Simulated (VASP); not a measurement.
# Re (P6_3/mmc) in VASP: further runs

The runs below take Re through single point, relaxation of cell and atoms, with r2SCAN+rVV10, PBE+D4, HSE06, PBE.

All numbers are computed with VASP 6.6.1; they aren't measurements. Logs are shortened: lines on timing, memory, paths and dates and some standing lists are left out, and cuts for length are marked.

## Step 1: The cell of the first run

The structure is hexagonal, space group P6_3/mmc (No. 194). The conventional cell has a = 2.751 Å, b = 2.751 Å, c = 4.454 Å, α = 90.00°, β = 90.00°, γ = 120.00°. Re (site symmetry -6m2) has 12 Re at 2.74 to 2.75 Å within 3.6 Å.

## Step 2: Single point, r2SCAN+rVV10

Input file POSCAR:

```
Re
1.0
    2.7511205841      0.0000000000      0.0000000000
   -1.3755602920      2.3825403147      0.0000000000
    0.0000000000      0.0000000000      4.4535312720
Re
2
Direct
    0.6666666667      0.3333333333      0.7500000000
    0.3333333333      0.6666666667      0.2500000000
```

Input file INCAR.step1:

```
SYSTEM = Re
PREC = Accurate
ENCUT = 520
ISMEAR = -1
SIGMA = 0.05
LREAL = .False.
LASPH = .True.
NELM = 100
NBANDS = 14
GGA = PE
ALGO = Normal
EDIFF = 1E-4
LWAVE = .True.
LCHARG = .False.
```

Input file INCAR.step2:

```
SYSTEM = Re
PREC = Accurate
ENCUT = 520
EDIFF = 1E-6
ISMEAR = -1
SIGMA = 0.05
LREAL = .False.
LASPH = .True.
NELM = 100
ALGO = Normal
ISIF = 2
LWAVE = .False.
LCHARG = .False.
METAGGA = R2SCAN
LMIXTAU = .True.
LUSE_VDW = .True.
IVDW_NL = 2
BPARAM = 11.95
CPARAM = 0.0093
NBANDS = 14
ISTART = 1
```

Input file KPOINTS:

```
Automatic mesh
0
Gamma
  11 11 6
  0 0 0
```

Potentials or basis: VASP PAW PBE potentials, release 64 (Re).

Run with:

```console
$ cat potpaw_PBE.64/Re/POTCAR > POTCAR
$ cp INCAR.step1 INCAR
$ mpirun -np 1 vasp_std > vasp.out
$ cp INCAR.step2 INCAR
$ mpirun -np 1 vasp_std > vasp.out
```

OUTCAR:

```text
SYSTEM = Re
   PREC = Accurate
   ENCUT = 520
   EDIFF = 1E-6
   ISMEAR = -1
   LREAL = .False.
   LASPH = .True.
   NELM = 100
   ISIF = 2
   METAGGA = R2SCAN
   IVDW_NL = 2
   BPARAM = 11.95
   ISTART = 1

 ion  position               nearest neighbor table
   1  0.667  0.333  0.750-   2 2.74   2 2.74   2 2.74   2 2.74   2 2.74   2 2.74
   2  0.333  0.667  0.250-   1 2.74   1 2.74   1 2.74   1 2.74   1 2.74   1 2.74

  LATTYP: Found a hexagonal cell.
 ALAT       =     2.7511205841
 C/A-ratio  =     1.6188062776

  Lattice vectors:

 A1 = (   2.7511205841,   0.0000000000,   0.0000000000)
 A2 = (  -1.3755602920,   2.3825403147,   0.0000000000)
 A3 = (   0.0000000000,   0.0000000000,   4.4535312720)

Analysis of symmetry for initial positions (statically):
=====================================================================
 Subroutine PRICEL returns:
 Original cell was already a primitive cell.

 Routine SETGRP: Setting up the symmetry group for a
 hexagonal supercell.

 Subroutine GETGRP returns: Found 24 space group operations
 (whereof 12 operations were pure point group operations)
 out of a pool of 24 trial point group operations.

The static configuration has the point symmetry D_3d.
 The point group associated with its full space group is D_6h.

Analysis of symmetry for dynamics (positions and initial velocities):
=====================================================================
 Subroutine PRICEL returns:
 Original cell was already a primitive cell.

 Routine SETGRP: Setting up the symmetry group for a
 hexagonal supercell.

 Subroutine GETGRP returns: Found 24 space group operations
 (whereof 12 operations were pure point group operations)
 out of a pool of 24 trial point group operations.

The dynamic configuration has the point symmetry D_3d.
 The point group associated with its full space group is D_6h.

 Subroutine INISYM returns: Found 24 space group operations
 (whereof 12 operations are pure point group operations),
 and found     1 'primitive' translations

----------------------------------------------------------------------------------------

                                     Primitive cell

  volume of cell :      29.1914

  direct lattice vectors                    reciprocal lattice vectors
     2.751120584  0.000000000  0.000000000     0.363488248  0.209860038  0.000000000
    -1.375560292  2.382540315  0.000000000     0.000000000  0.419720075  0.000000000
     0.000000000  0.000000000  4.453531272     0.000000000  0.000000000  0.224540918

  length of vectors
     2.751120584  2.751120584  4.453531272     0.419720075  0.419720075  0.224540918

  position of ions in fractional coordinates (direct lattice)
     0.666666667  0.333333333  0.750000000
     0.333333333  0.666666667  0.250000000

  ion indices of the primitive-cell ions
   primitive index   ion index
                 1           1
                 2           2

----------------------------------------------------------------------------------------

 KPOINTS: Automatic mesh

Automatic generation of k-mesh.
 Grid dimensions read from file:
 generate k-points for:   11   11    6

 Generating k-lattice:

  Cartesian coordinates                     Fractional coordinates (reciprocal lattice)
     0.033044386  0.019078185  0.000000000     0.090909091  0.000000000  0.000000000
     0.000000000  0.038156370  0.000000000     0.000000000  0.090909091  0.000000000
     0.000000000  0.000000000  0.037423486     0.000000000  0.000000000  0.166666667

  Length of vectors
     0.038156370  0.038156370  0.037423486

  Shift w.r.t. Gamma in fractional coordinates (k-lattice)
     0.000000000  0.000000000  0.000000000

 Subroutine IBZKPT returns following result:
 ===========================================

 Found     64 irreducible k-points:

 Following reciprocal coordinates:
            Coordinates               Weight
  0.000000  0.000000  0.000000      1.000000
  0.090909  0.000000  0.000000      6.000000
  0.181818  0.000000  0.000000      6.000000
  0.272727  0.000000  0.000000      6.000000
  0.363636  0.000000  0.000000      6.000000
  0.454545 -0.000000  0.000000      6.000000
[... 16 lines left out ...]
  0.090909  0.090909  0.166667     12.000000
  0.181818  0.090909  0.166667     24.000000
 [... further k-points ...]
   k-points           NKPTS =     64   k-points in BZ     NKDIM =     64   number of bands    NBANDS=     14
   number of dos      NEDOS =    301   number of ions     NIONS =      2
   total plane-waves  NPLWV =  14400
   dimension x,y,z NGX =    20 NGY =   20 NGZ =   36
   dimension x,y,z NGXF=    40 NGYF=   40 NGZF=   72
   ions per type =               2
   NGX,Y,Z   is equivalent  to a cutoff of  12.09, 12.09, 13.44 a.u.
   NGXF,Y,Z  is equivalent  to a cutoff of  24.17, 24.17, 26.88 a.u.
 SYSTEM =  Re
   PREC   = accura    normal or accurate (medium, high low for compatibility)
   ISTART =      1    job   : 0-new  1-cont  2-samecut
[... 32 lines left out ...]
   METAGGA = R2SCAN    functional components
   LHFCALC =     F    Hartree Fock is set to
   AEXX    =    0.0000 exact exchange contribution
   IVDW_NL    =     2    kernel type
   BPARAM     =11.9500
   IVDW    =     0    specifies the selected vdW correction
   LEPSILON=     F    determine dielectric tensor
   LRPA    =     F    only Hartree local field effects (RPA)
 non-spin polarized calculation
  energy-cutoff  :      520.00
  volume of cell :       29.19
 maximum number of plane-waves:       796
   NGX = 11   NGY = 11   NGZ = 17

 number of electron      14.0000001 magnetization

 Free energy of the ion-electron system (eV)
  ---------------------------------------------------
  ext. energy  EPLUGINS =         0.00000000
  ---------------------------------------------------
  free energy    TOTEN  =      -104.69480331 eV

  energy without entropy =     -104.68073301  energy(sigma->0) =     -104.68776816

 E-fermi :   7.7891     XC(G=0): -15.0537

 val. band max:        7.7747762243   @ k =   0.2727   0.0000   0.5000
 cond. band min:       7.7947279978   @ k =   0.1818   0.0000   0.1667
 fundamental gap:      0.0199517735
 Fermi energy:         7.7890844604

 k-point     1 :       0.0000    0.0000    0.0000
  band No.  band energies     occupation
      1      -2.6357      2.00000
      2       0.7789      2.00000
      3       6.0885      2.00000
      4       6.1420      2.00000
      5       6.1420      2.00000
      6       7.0116      2.00000
      7       7.0116      2.00000
      8       8.0262      0.01729
      9       8.0262      0.01729
     10       8.3002      0.00007
     11      11.3454      0.00000
     12      11.3454      0.00000
     13      18.4161      0.00000
     14      22.6127      0.00000

 k-point     2 :       0.0909    0.0000    0.0000
  band No.  band energies     occupation
      1      -2.2802      2.00000
      2       1.1086      2.00000
      3       5.4480      2.00000
      4       6.4680      2.00000
      5       6.6295      2.00000
      6       6.8074      2.00000
      7       7.0821      2.00000
      8       7.3193      1.99983
      9       7.7618      1.26636
     10       7.9118      0.15827
     11      11.5185      0.00000
     12      12.6929      0.00000
     13      18.3898      0.00000
     14      23.3892      0.00000

 k-point     3 :       0.1818    0.0000    0.0000
  band No.  band energies     occupation
      1      -1.3000      2.00000
      2       1.8896      2.00000
      3       4.7329      2.00000
      4       5.3595      2.00000
      5       6.1574      2.00000
      6       7.1742      1.99999
      7       7.4143      1.99889
      8       7.4673      1.99680
      9       7.5139      1.99189
     10       8.2044      0.00049
     11      11.8555      0.00000
     12      14.9873      0.00000
     13      18.1709      0.00000
     14      24.8961      0.00000
[... 324 lines left out ...]
 k-point    23 :       0.0909    0.0909    0.1667
  band No.  band energies     occupation
      1      -1.2964      2.00000
      2       1.7457      2.00000
      3       4.9200      2.00000
      4       5.1252      2.00000
      5       6.1288      2.00000
      6       6.6859      2.00000
      7       6.8960      2.00000
      8       7.5285      1.98916
      9       8.3087      0.00006
     10       8.3448      0.00003
     11      11.6114      0.00000
     12      13.4719      0.00000
     13      19.7035      0.00000
     14      24.0894      0.00000

 k-point    24 :       0.1818    0.0909    0.1667
  band No.  band energies     occupation
      1      -0.1839      2.00000
      2       2.5779      2.00000
      3       3.9978      2.00000
      4       4.3779      2.00000
      5       5.7290      2.00000
      6       6.4552      2.00000
      7       7.1148      2.00000
      8       8.1035      0.00371
      9       8.8643      0.00000
     10       9.2661      0.00000
     11      11.7467      0.00000
     12      14.9585      0.00000
     13      19.6135      0.00000
     14      24.5370      0.00000

 [... further k-points ...]

------------------------ aborting loop because EDIFF is reached ----------------------------------------

  FORCE on cell =-STRESS in cart. coord.  units (eV):
  Direction    XX          YY          ZZ          XY          YZ          ZX
  --------------------------------------------------------------------------------------
  -------------------------------------------------------------------------------------
  Total        0.2817742      0.2817742      0.2707566      0.0000000      0.0000000      0.0000000
  in kB       15.4652688     15.4652688     14.8605627      0.0000000      0.0000000      0.0000000
  external PRESSURE =      15.2637001 kB  Pullay stress =       0.0000000 kB

 VOLUME and BASIS-vectors are now :
 -----------------------------------------------------------------------------
  energy-cutoff  :      520.00
  volume of cell :       29.19
      direct lattice vectors                 reciprocal lattice vectors
     2.751120584  0.000000000  0.000000000     0.363488248  0.209860038  0.000000000
    -1.375560292  2.382540315  0.000000000     0.000000000  0.419720075  0.000000000
     0.000000000  0.000000000  4.453531272     0.000000000  0.000000000  0.224540918

 POSITION                                       TOTAL-FORCE (eV/Angst)
 -----------------------------------------------------------------------------------
      1.37556      0.79418      3.34015         0.000000     -0.000000      0.000000
     -0.00000      1.58836      1.11338        -0.000000      0.000000      0.000000
 -----------------------------------------------------------------------------------
    total drift:                                0.000000     -0.000000     -0.000000

  FREE ENERGIE OF THE ION-ELECTRON SYSTEM (eV)
  ---------------------------------------------------
  free  energy   TOTEN  =      -104.6948033093 eV

  energy  without entropy=     -104.6807330127  energy(sigma->0) =     -104.68776816
```

It took 1.9 min on 1 thread of AMD EPYC 7R43 (Zen 3), shared host; peak memory 0.19 GiB.

What came out:

| Quantity | Value |
| --- | --- |
| Free energy | -104.6948 eV |
| Pressure | 1.5 GPa |
| Band gap on the k mesh | zero (band 7 reaches 9.12 eV, above the bottom of band 8 at 6.01 eV) |

Caveat: the PAW data sets were made with another functional, which shifts forces and pressure a little; spin-orbit coupling is left out, which moves the levels of the heavy elements.

## Step 3: Relaxation of cell and atoms, PBE+D4

This run uses another cell than the first one, of 14.71 Å³/atom, 1.008 times its volume.

Input file INCAR:

```
SYSTEM = Re
PREC     = Accurate       ! precision mode
ENCUT    = 600            ! plane-wave cutoff, eV
EDIFF    = 1E-6           ! SCF threshold, eV
ISMEAR   = -1             ! smearing method
SIGMA    = 0.05           ! smearing width, eV
LREAL    = .False.        ! projectors in reciprocal space
LASPH    = .True.         ! aspherical terms in the spheres
NELM     = 60             ! most SCF steps
ALGO     = Normal         ! electronic algorithm
ISIF     = 3              ! what is computed and relaxed
LWAVE    = .False.        ! write WAVECAR
LCHARG   = .False.        ! write CHGCAR
GGA      = PE             ! functional
IVDW     = 13             ! dispersion correction
IBRION   = 2              ! ionic algorithm
NSW      = 60             ! ionic steps
EDIFFG   = -0.01          ! ionic threshold
```

KPOINTS is that of step 2.

Input file POSCAR:

```
Re
1.0
    2.7608000000      0.0000000000      0.0000000000
   -1.3804000000      2.3909229348      0.0000000000
    0.0000000000      0.0000000000      4.4582000000
Re
2
Direct
    0.6666666667      0.3333333333      0.7500000000
    0.3333333333      0.6666666667      0.2500000000
```

Potentials or basis: VASP PAW PBE potentials, release 64 (Re).

Run with:

```console
$ cat potpaw_PBE.64/Re/POTCAR > POTCAR
$ mpirun -np 1 vasp_std > vasp.out
```

Wall time 51 s (1 thread of AMD EPYC 7R43 (Zen 3), shared host); peak memory 0.14 GiB.

The run converged. Its results:

- Free energy: -26.2638 eV
- Relaxed volume: 14.66 Å³/atom
- Relaxed cell: a = 2.757 Å, b = 2.757 Å, c = 4.453 Å, α = 90.00°, β = 90.00°, γ = 120.00°
- Space group after relaxing (to 0.05 Å): P6_3/mmc (No. 194)
- Energy gained by relaxing: 0.3 meV/atom
- Ionic steps: 3
- Pressure after relaxing: 0.0 GPa
- Band gap on the k mesh: zero (band 7 reaches 9.29 eV, above the bottom of band 8 at 6.21 eV)
- Dispersion energy per atom: -0.710 eV

Stress tensor (GPa, compression positive):
```
-0.02  0.00  0.00
 0.00 -0.02  0.00
 0.00  0.00  0.09
```

Step by step:
```tsv
step	energy change (eV)	largest force (eV/Å)	pressure (GPa)	volume (Å³)
1	0.0000	0.0000	-1.43	29.43
2	0.0079	0.0000	6.19	28.87
3	-0.0005	0.0000	0.01	29.32
```

Final structure:
```
Re
1.0
     2.75727    0.00000    0.00000
    -1.37863    2.38786    0.00000
     0.00000    0.00000    4.45311
Re
2
Direct
  0.66667 0.33333 0.75000
  0.33333 0.66667 0.25000
```

Levels at points of the mesh, in eV from the Fermi level:
| k point | band 4 | band 5 | band 6 | band 7 | band 8 | band 9 | band 10 | band 11 |
| --- | --- | --- | --- | --- | --- | --- | --- | --- |
| (0.00, 0.00, 0.00) | -1.60 | -1.60 | -0.76 | -0.76 | 0.18 | 0.18 | 0.61 | 3.37 |
| (0.00, 0.00, 0.50) | -2.40 | -1.73 | -1.73 | -1.73 | -1.73 | 2.55 | 2.55 | 2.55 |

Caveat: spin-orbit coupling is left out, which moves the levels of the heavy elements; pairwise dispersion overbinds metals, which lowers pressure and volume.

## Step 4: Single point, HSE06, non-collinear spin, zero start, spin-orbit coupling

This run uses another cell than the first one, of 14.71 Å³/atom, 1.008 times its volume.

POSCAR is that of step 3.

Input file INCAR.step1:

```
PREC = Accurate
ENCUT = 520
EDIFF = 1E-5
ISMEAR = -1
SIGMA = 0.05
LREAL = F
LASPH = T
NELM = 150
ALGO = Normal
ISIF = 2
LWAVE = T
MAGMOM = 0 0 0 0 0 0
LORBIT = 11
LSORBIT = T
GGA_COMPAT = F
LORBMOM = T
LMAXMIX = 4
NBANDS = 26
GGA = PE
```

Input file INCAR.step2:

```
PREC = Accurate
ENCUT = 520
EDIFF = 1E-6
ISMEAR = -1
SIGMA = 0.05
LREAL = F
LASPH = T
NELM = 150
ALGO = Normal
ISIF = 2
LWAVE = F
LCHARG = T
MAGMOM = 0 0 0 0 0 0
LORBIT = 11
LSORBIT = T
GGA_COMPAT = F
LORBMOM = T
LMAXMIX = 4
GGA = PE
LHFCALC = T
HFSCREEN = 0.2079
PRECFOCK = Normal
LVHAR = T
NBANDS = 26
ISTART = 1
```

Input file KPOINTS:

```
regular mesh
0
Gamma
  5 5 3
```

Run with:

```console
$ cat potpaw_PBE.64/Re/POTCAR > POTCAR
$ cp INCAR.step1 INCAR
$ mpirun -np 1 vasp_ncl > vasp.out
$ cp INCAR.step2 INCAR
$ mpirun -np 1 vasp_ncl > vasp.out
```

Run time: 33 min. Hardware: 1 thread of AMD EPYC 7R43 (Zen 3), shared host; peak memory 0.3 GiB.

It converged, with:

- Free energy: -29.7120 eV
- Pressure: -9.3 GPa
- Net moment: 0.00 μB per cell
- Valence electrons inside the program's atomic spheres: Re 6.53

Stress tensor (GPa, compression positive):
```
 -3.99   0.00   0.00
  0.00  -3.99   0.00
  0.00   0.00 -19.84
```

Moments on the atoms (μB; x, y, z):
```
Re  0.00 0.00 0.00
Re  0.00 0.00 0.00
```

Caveat: the k points lie up to 0.53 Å⁻¹ apart; the PAW data sets were made with another functional, which shifts forces and pressure a little.

## Step 5: Single point, PBE, non-collinear spin, zero start, spin-orbit coupling

This run uses another cell than the first one, of 14.71 Å³/atom, 1.008 times its volume.

Input file INCAR:

```
SYSTEM = Re
PREC     = Accurate       ! precision mode
ENCUT    = 520            ! plane-wave cutoff, eV
EDIFF    = 1E-7           ! SCF threshold, eV
ISMEAR   = -1             ! smearing method
SIGMA    = 0.05           ! smearing width, eV
LREAL    = .FALSE.        ! projectors in reciprocal space
LASPH    = .TRUE.         ! aspherical terms in the spheres
NELM     = 150            ! most SCF steps
ALGO     = Normal         ! electronic algorithm
ISIF     = 2              ! what is computed and relaxed
LWAVE    = .FALSE.        ! write WAVECAR
LCHARG   = .TRUE.         ! write CHGCAR
MAGMOM   = 0 0 0 0 0 0    ! initial moments
LORBIT   = 11             ! projections on sites
LSORBIT  = .TRUE.         ! spin-orbit coupling
GGA_COMPAT= .FALSE.      
LORBMOM  = .TRUE.       
LMAXMIX  = 4              ! l up to which the mixer works
GGA      = PE             ! functional
LVHAR    = .TRUE.       
NBANDS   = 26             ! bands
```

Input file KPOINTS:

```
Automatic mesh
0
G
  11 11 6
  0 0 0
```

POSCAR is that of step 4.

Run with:

```console
$ cat potpaw_PBE.64/Re/POTCAR > POTCAR
$ mpirun -np 1 vasp_ncl > vasp.out
```

It took 2.7 min on 1 thread of Oxide Virtual Turin-like, shared host; peak memory 0.24 GiB.

It converged, with:

| Property | Result |
| --- | --- |
| Free energy | -25.5196 eV |
| Pressure | 6.4 GPa |
| Net moment | 0.00 μB per cell |
| Valence electrons inside the program's atomic spheres | Re 6.14 |

Stress tensor (GPa, compression positive):
```
6.46 0.00 0.00
0.00 6.46 0.00
0.00 0.00 6.23
```

Moments on the atoms (μB; x, y, z):
```
Re  0.00 0.00 0.00
Re  0.00 0.00 0.00
```

## Step 6: Overview

```csv
task,level,spin,cell,k mesh,cutoff (eV),grid for exact exchange (PRECFOCK),screening parameter,gap on the mesh (eV),pressure (GPa),moment (μB)
single point,r2SCAN+rVV10,off,"a = 2.751, b = 2.751, c = 4.454 Å, angles 90.0, 90.0, 120.0°, 2 atoms",11 × 11 × 6,520,-,-,none,1.5,-
relaxation of cell and atoms,PBE+D4,off,"relaxed from a = 2.761, b = 2.761, c = 4.458 Å, angles 90.0, 90.0, 120.0°, 2 atoms",11 × 11 × 6,600,-,-,none,0.0,-
single point,HSE06,"non-collinear, zero start, SOC","a = 2.761, b = 2.761, c = 4.458 Å, angles 90.0, 90.0, 120.0°, 2 atoms",5 × 5 × 3,520,Normal,0.2079 1/Å,-,-9.3,0.00
single point,PBE,"non-collinear, zero start, SOC","a = 2.761, b = 2.761, c = 4.458 Å, angles 90.0, 90.0, 120.0°, 2 atoms",11 × 11 × 6,520,-,-,-,6.4,0.00
```

Alike in all rows: potentials or basis VASP PAW PBE potentials, release 64 (Re); smearing fermi-dirac 0.05 eV.

Caveats: some runs use coarse meshes; the PAW data sets were made with another functional, which shifts forces and pressure a little (some runs); spin-orbit coupling is left out, which moves the levels of the heavy elements (some runs); pairwise dispersion overbinds metals, which lowers pressure and volume (some runs).

Total energies depend on the potentials used, so only differences within one code and one set of settings carry meaning.
